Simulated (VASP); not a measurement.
# SiO2 in VASP: single point with r2SCAN

Aim: the single point of SiO2 with r2SCAN.

Everything below comes from runs of VASP 6.6.1. Logs are shortened: lines on timing, memory, paths and dates and some standing lists are left out, and cuts for length are marked.

## 1. The cell of the first run

The cell holds a slab with vacuum, 21 atoms: a = 4.921 Å, b = 5.415 Å, c = 24.751 Å, α = 90.00°, β = 90.00°, γ = 90.00°.

## 2. Single point, r2SCAN

Contents of POSCAR:

```
SiO2
1.0
    4.9207348796      0.0000000000      0.0000000000
    0.0000000000      5.4146761696      0.0000000000
    0.0000000000      0.0000000000     24.7505006193
O Si
14 7
Direct
    0.8411971015      0.8822130097      0.3030241737
    0.8411971015      0.4511203237      0.3526206573
    0.2213811085      0.7844536570      0.3741697874
    0.4374217900      0.2155463430      0.3989680292
    0.9374217900      0.1177869903      0.4288543863
    0.7213811085      0.5488796763      0.4536526281
    0.3411971015      0.8822130097      0.4752017582
    0.3411971015      0.4511203237      0.5247982418
    0.7213811085      0.7844536570      0.5463473719
    0.9374217900      0.2155463430      0.5711456137
    0.4374217900      0.1177869903      0.6010319708
    0.2213811085      0.5488796763      0.6258302126
    0.8411971015      0.8822130097      0.6473793427
    0.8411971015      0.4511203237      0.6969758263
    0.0311416348      0.6666666667      0.3278224155
    0.7344291826      0.3333333333      0.4085493163
    0.2344291826      0.0000000000      0.4192730992
    0.5311416348      0.6666666667      0.5000000000
    0.2344291826      0.3333333333      0.5807269008
    0.7344291826      0.0000000000      0.5914506837
    0.0311416348      0.6666666667      0.6721775845
```

Contents of INCAR.step1:

```
PREC     = Accurate       # precision mode
ENCUT    = 520            # plane-wave cutoff, eV
ISMEAR   = 0              # smearing method
SIGMA    = 0.05           # smearing width, eV
LREAL    = Auto         
LASPH    = T              # aspherical terms in the spheres
NELM     = 60             # most SCF steps
LDIPOL   = T            
IDIPOL   = 3            
DIPOL    = 0.5 0.5 0.500
NBANDS   = 72             # bands
GGA      = PE             # functional
ALGO     = Normal         # electronic algorithm
EDIFF    = 1E-4           # SCF threshold, eV
LWAVE    = T              # write WAVECAR
LCHARG   = F              # write CHGCAR
```

Contents of INCAR.step2:

```
PREC     = Accurate       # precision mode
ENCUT    = 520            # plane-wave cutoff, eV
EDIFF    = 1E-6           # SCF threshold, eV
ISMEAR   = 0              # smearing method
SIGMA    = 0.05           # smearing width, eV
LREAL    = Auto         
LASPH    = T              # aspherical terms in the spheres
NELM     = 60             # most SCF steps
ALGO     = Normal         # electronic algorithm
ISIF     = 2              # what is computed and relaxed
LWAVE    = F              # write WAVECAR
LCHARG   = F              # write CHGCAR
LDIPOL   = T            
IDIPOL   = 3            
DIPOL    = 0.5 0.5 0.500
METAGGA  = R2SCAN         # meta-GGA
LMIXTAU  = T            
NBANDS   = 72             # bands
ISTART   = 1
```

Contents of KPOINTS:

```
regular mesh
0
Gamma
  6 5 1
```

Potentials or basis: VASP PAW PBE potentials, release 64 (O, Si).

Started as:

```bash
cat potpaw_PBE.64/O/POTCAR potpaw_PBE.64/Si/POTCAR > POTCAR
cp INCAR.step1 INCAR
mpirun -np 1 vasp_std > vasp.out
cp INCAR.step2 INCAR
mpirun -np 1 vasp_std > vasp.out
```

OUTCAR:

```text
PREC = Accurate
   ENCUT = 520
   EDIFF = 1E-6
   ISMEAR = 0
   LREAL = Auto
   LASPH = T
   NELM = 60
   ISIF = 2
   METAGGA = R2SCAN
   ISTART = 1

 ion  position               nearest neighbor table
   1  0.841  0.882  0.303-  15 1.62
   2  0.841  0.451  0.353-  16 1.61  15 1.62
   3  0.221  0.784  0.374-  15 1.61  17 1.62
   4  0.437  0.216  0.399-  16 1.61  17 1.62
   5  0.937  0.118  0.429-  17 1.61  16 1.62
   6  0.721  0.549  0.454-  18 1.61  16 1.62
   7  0.341  0.882  0.475-  17 1.61  18 1.62
   8  0.341  0.451  0.525-  19 1.61  18 1.62
   9  0.721  0.784  0.546-  18 1.61  20 1.62
  10  0.937  0.216  0.571-  19 1.61  20 1.62
  11  0.437  0.118  0.601-  20 1.61  19 1.62
  12  0.221  0.549  0.626-  21 1.61  19 1.62
  13  0.841  0.882  0.647-  20 1.61  21 1.62
  14  0.841  0.451  0.697-  21 1.62
  15  0.031  0.667  0.328-   3 1.61   2 1.62   1 1.62  17 3.06  16 3.06
  16  0.734  0.333  0.409-   4 1.61   2 1.61   6 1.62   5 1.62  17 3.06  17 3.06  18 3.06  15 3.06

  17  0.234  0.000  0.419-   5 1.61   7 1.61   3 1.62   4 1.62  16 3.06  16 3.06  15 3.06  18 3.06

  18  0.531  0.667  0.500-   9 1.61   6 1.61   8 1.62   7 1.62  20 3.06  17 3.06  16 3.06  19 3.06

  19  0.234  0.333  0.581-  10 1.61   8 1.61  12 1.62  11 1.62  20 3.06  20 3.06  21 3.06  18 3.06

  20  0.734  0.000  0.591-  11 1.61  13 1.61   9 1.62  10 1.62  19 3.06  19 3.06  18 3.06  21 3.06

  21  0.031  0.667  0.672-  12 1.61  13 1.62  14 1.62  20 3.06  19 3.06

  LATTYP: Found a simple orthorhombic cell.
 ALAT       =     4.9207348796
 B/A-ratio  =     1.1003795779
 C/A-ratio  =     5.0298382711

  Lattice vectors:

 A1 = (   4.9207348796,   0.0000000000,   0.0000000000)
 A2 = (   0.0000000000,   5.4146761696,   0.0000000000)
 A3 = (   0.0000000000,   0.0000000000,  24.7505006193)

Analysis of symmetry for initial positions (statically):
=====================================================================
 Subroutine PRICEL returns:
 Original cell was already a primitive cell.

 Routine SETGRP: Setting up the symmetry group for a
 simple orthorhombic supercell.

 Subroutine GETGRP returns: Found  2 space group operations
 (whereof  1 operations were pure point group operations)
 out of a pool of  8 trial point group operations.

The static configuration has the point symmetry C_1 .
 The point group associated with its full space group is C_2 .

Analysis of symmetry for dynamics (positions and initial velocities):
=====================================================================
 Subroutine PRICEL returns:
 Original cell was already a primitive cell.

 Routine SETGRP: Setting up the symmetry group for a
 simple orthorhombic supercell.

 Subroutine GETGRP returns: Found  2 space group operations
 (whereof  1 operations were pure point group operations)
 out of a pool of  8 trial point group operations.

The dynamic configuration has the point symmetry C_1 .
 The point group associated with its full space group is C_2 .

 Subroutine INISYM returns: Found  2 space group operations
 (whereof  1 operations are pure point group operations),
 and found     1 'primitive' translations

----------------------------------------------------------------------------------------

                                     Primitive cell

  volume of cell :     659.4569

  direct lattice vectors                    reciprocal lattice vectors
     4.920734880  0.000000000  0.000000000     0.203221678  0.000000000  0.000000000
     0.000000000  5.414676170  0.000000000     0.000000000  0.184683251  0.000000000
     0.000000000  0.000000000 24.750500619     0.000000000  0.000000000  0.040403223

  length of vectors
     4.920734880  5.414676170 24.750500619     0.203221678  0.184683251  0.040403223

  position of ions in fractional coordinates (direct lattice)
     0.841197102  0.882213010  0.303024174
     0.841197102  0.451120324  0.352620657
     0.221381108  0.784453657  0.374169787
     0.437421790  0.215546343  0.398968029
     0.937421790  0.117786990  0.428854386
     0.721381108  0.548879676  0.453652628
[... 13 lines left out ...]
     0.734429183  0.000000000  0.591450684
     0.031141635  0.666666667  0.672177584

  ion indices of the primitive-cell ions
   primitive index   ion index
                 1           1
                 2           2
                 3           3
                 4           4
                 5           5
                 6           6
[... 13 lines left out ...]
                20          20
                21          21

----------------------------------------------------------------------------------------

 KPOINTS: regular mesh

Automatic generation of k-mesh.
 Grid dimensions read from file:
 generate k-points for:    6    5    1

 Generating k-lattice:

  Cartesian coordinates                     Fractional coordinates (reciprocal lattice)
     0.033870280  0.000000000  0.000000000     0.166666667  0.000000000  0.000000000
     0.000000000  0.036936650  0.000000000     0.000000000  0.200000000  0.000000000
     0.000000000  0.000000000  0.040403223     0.000000000  0.000000000  1.000000000

  Length of vectors
     0.033870280  0.036936650  0.040403223

  Shift w.r.t. Gamma in fractional coordinates (k-lattice)
     0.000000000  0.000000000  0.000000000

 Subroutine IBZKPT returns following result:
 ===========================================

 Found     12 irreducible k-points:

 Following reciprocal coordinates:
            Coordinates               Weight
  0.000000  0.000000  0.000000      1.000000
  0.166667  0.000000  0.000000      2.000000
  0.333333  0.000000  0.000000      2.000000
  0.500000  0.000000  0.000000      1.000000
  0.000000  0.200000  0.000000      2.000000
  0.166667  0.200000  0.000000      4.000000
  0.333333  0.200000  0.000000      4.000000
  0.500000  0.200000  0.000000      2.000000
  0.000000  0.400000  0.000000      2.000000
  0.166667  0.400000  0.000000      4.000000
  0.333333  0.400000  0.000000      4.000000
  0.500000  0.400000  0.000000      2.000000
   k-points           NKPTS =     12   k-points in BZ     NKDIM =     12   number of bands    NBANDS=     72
   number of dos      NEDOS =    301   number of ions     NIONS =     21
   total plane-waves  NPLWV = 307200
   dimension x,y,z NGX =    40 NGY =   40 NGZ =  192
   dimension x,y,z NGXF=    80 NGYF=   80 NGZF=  384
   ions per type =              14   7
   NGX,Y,Z   is equivalent  to a cutoff of  13.51, 12.28, 12.90 a.u.
   NGXF,Y,Z  is equivalent  to a cutoff of  27.03, 24.56, 25.79 a.u.
 SYSTEM =  unknown system
   PREC   = accura    normal or accurate (medium, high low for compatibility)
   ISTART =      1    job   : 0-new  1-cont  2-samecut
   ICHARG =      0    charge: 1-file 2-atom 10-const
   ISPIN  =      1    spin polarized calculation?
   LNONCOLLINEAR =      F non collinear calculations
   LSORBIT =      F    spin-orbit coupling
   LASPH  =      T    aspherical Exc in radial PAW
   ENCUT  =  520.0 eV  38.22 Ry    6.18 a.u.   9.15 10.07 46.02*2*pi/ulx,y,z
   NELM   =     60;   NELMIN=  2; NELMDL=  0     # of ELM steps
   EDIFF  = 0.1E-05   stopping-criterion for ELM
   LREAL  =      T    real-space projection
   EDIFFG = 0.1E-04   stopping-criterion for IOM
   NSW    =      0    number of steps for IOM
[... 5 lines left out ...]
   TEBEG  =    0.0;   TEEND  =   0.0 temperature during run
   PSTRESS=    0.0 pullay stress
   NELECT =     112.0000    total number of electrons
   NUPDOWN=      -1.0000    fix difference up-down
   EMIN   =  10.00;   EMAX   =-10.00  energy-range for DOS
   EFERMI =   0.00;   METHOD = LEGACY
   ISMEAR =     0;   SIGMA  =   0.05  broadening in eV -4-tet -1-fermi 0-gaus
   EFERMI_NEDOS =   21; number of points for ismear=-14 and -15
   IALGO  =     38    algorithm
   IMIX   =      4    mixing-type and parameters
     AMIX     =   0.40;   BMIX     =  1.00
     AMIX_MAG =   1.60;   BMIX_MAG =  1.00
  volume/ion in A,a.u.               =      31.40       211.92
  Fermi-wavevector in a.u.,A,eV,Ry     =   0.906606  1.713237 11.183102  0.821935
  Thomas-Fermi vector in A             =   2.030314
   LORBIT       =      0    0 simple, 1 ext, 2 COOP (PROOUT), +10 PAW based schemes
   METAGGA = R2SCAN    functional components
   LHFCALC =     F    Hartree Fock is set to
   AEXX    =    0.0000 exact exchange contribution
   IVDW    =     0    specifies the selected vdW correction
   LEPSILON=     F    determine dielectric tensor
   LRPA    =     F    only Hartree local field effects (RPA)
 non-spin polarized calculation
 Gauss-broadening in eV      SIGMA  =   0.05
  energy-cutoff  :      520.00
  volume of cell :      659.46
 maximum number of plane-waves:     17824
 NGX is ok and might be reduce to    40
   NGX = 19   NGY = 21   NGZ = 93

 number of electron     111.9999984 magnetization

 dipolmoment           0.000000      0.000000     -0.000001 electrons x Angstroem

 Free energy of the ion-electron system (eV)
  ---------------------------------------------------
  ext. energy  EPLUGINS =         0.00000000
  ---------------------------------------------------
  free energy    TOTEN  =      -198.70615203 eV

  energy without entropy =     -198.70615203  energy(sigma->0) =     -198.70615203

 E-fermi :  -3.2794     XC(G=0):  -4.3469

 val. band max:       -3.5335566391   @ k =   0.0000   0.0000   0.0000
 cond. band min:      -1.8278731842   @ k =   0.0000   0.0000   0.0000
 fundamental gap:      1.7056834549
 Fermi energy:        -3.2794199375

 k-point     1 :       0.0000    0.0000    0.0000
  band No.  band energies     occupation
      1     -25.6470      2.00000
      2     -25.3889      2.00000
      3     -24.5912      2.00000
      4     -24.2701      2.00000
      5     -24.2445      2.00000
      6     -24.1698      2.00000
[... 60 lines left out ...]
     67       4.8853      0.00000
     68       5.0340      0.00000
[... 779 lines left out ...]
     67       5.2664      0.00000
     68       5.3979      0.00000
 [bands above 68 left out]

------------------------ aborting loop because EDIFF is reached ----------------------------------------

 vacuum level on the upper side and lower side of the slab       (xc-potential included)        -0.017        -0.017

  FORCE on cell =-STRESS in cart. coord.  units (eV):
  Direction    XX          YY          ZZ          XY          YZ          ZX
  --------------------------------------------------------------------------------------
  -------------------------------------------------------------------------------------
  Total       -5.3464885     -4.7343866     -0.6515510      0.0000000     -1.3090658      0.0000000
  in kB      -12.9895102    -11.5023838     -1.5829696      0.0000000     -3.1804284      0.0000000
  external PRESSURE =      -8.6916212 kB  Pullay stress =       0.0000000 kB

 VOLUME and BASIS-vectors are now :
 -----------------------------------------------------------------------------
  energy-cutoff  :      520.00
  volume of cell :      659.46
      direct lattice vectors                 reciprocal lattice vectors
     4.920734880  0.000000000  0.000000000     0.203221678  0.000000000  0.000000000
     0.000000000  5.414676170  0.000000000     0.000000000  0.184683251  0.000000000
     0.000000000  0.000000000 24.750500619     0.000000000  0.000000000  0.040403223

 POSITION                                       TOTAL-FORCE (eV/Angst)
 -----------------------------------------------------------------------------------
      4.13931      4.77690      7.50000         2.161067     -2.252437     -0.389895
      4.13931      2.44267      8.72754         0.973720     -0.543735     -0.442983
      1.08936      4.24756      9.26089         0.943003     -1.083032     -0.074060
      2.15244      1.16711      9.87466        -0.014693      0.124487     -0.006178
      4.61280      0.63778     10.61436         0.091989     -0.059996      0.074937
      3.54973      2.97201     11.22813         0.005352     -0.017677     -0.068107
[... 13 lines left out ...]
      3.61393      0.00000     14.63870         0.140080      0.401426     -0.016295
      0.15324      3.60978     16.63673        -4.283518     -4.093682     -0.941630
 -----------------------------------------------------------------------------------
    total drift:                               -0.019289      0.000004     -0.000141

  FREE ENERGIE OF THE ION-ELECTRON SYSTEM (eV)
  ---------------------------------------------------
  free  energy   TOTEN  =      -198.7061520282 eV

  energy  without entropy=     -198.7061520282  energy(sigma->0) =     -198.70615203

 vacuum level on the upper side and lower side of the slab         3.956         3.955
```

Wall time 52 min (1 thread of Oxide Virtual Turin-like, shared host); peak memory 0.88 GiB.

Results:

```
Free energy            : -198.7062 eV
Largest force          : 5.999 eV/Å
Band gap on the k mesh : 1.71 eV
```

Forces on the atoms (eV/Å):
```
O    2.161 -2.252 -0.390
O    0.974 -0.544 -0.443
O    0.943 -1.083 -0.074
O   -0.015  0.124 -0.006
O    0.092 -0.060  0.075
O    0.005 -0.018 -0.068
O   -0.008 -0.007 -0.007
O   -0.008  0.007  0.007
O    0.005  0.018  0.068
O    0.092  0.060 -0.075
O   -0.015 -0.124  0.006
O    0.943  1.083  0.074
O    0.974  0.544  0.443
O    2.161  2.252  0.390
Si  -4.284  4.094  0.942
Si   0.140 -0.401  0.016
Si  -0.011  0.140 -0.106
Si   0.004  0.000  0.000
Si  -0.011 -0.140  0.106
Si   0.140  0.401 -0.016
Si  -4.284 -4.094 -0.942
```

Caveat: the PAW data sets were made with another functional, which shifts forces and pressure a little.
